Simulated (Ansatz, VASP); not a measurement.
# Rh: VASP beside Ansatz

```
Rh
1.0
     0.00000    1.89785    1.89785
     1.89785    0.00000    1.89785
     1.89785    1.89785    0.00000
Rh
1
Direct
  0.00000 0.00000 0.00000
```

Alike in both runs: task single point; functional LDA; k mesh 15 × 15 × 15; no spin polarisation.

```csv
,VASP,Ansatz
version,VASP 6.6.1,Ansatz 0.2.0
potentials or method,"VASP PAW LDA potentials, release 64 (Rh_pv), cutoff 520 eV","plane waves, PAW"
occupations,"fermi-dirac, width 0.1 eV",fermi-dirac
valence electrons in the cell,15,17
```

VASP gave:

- pressure (GPa): -8.6

Problem. What did Ansatz give for the same quantities?

Solution. Pressure (GPa): -9.4.

LDA's correlation is that of Perdew and Zunger in VASP and of Perdew and Wang (1992) in Ansatz. VASP's potentials hold 15 valence electrons a cell and Ansatz's 17, so a difference there can come from the potentials and not from the codes.
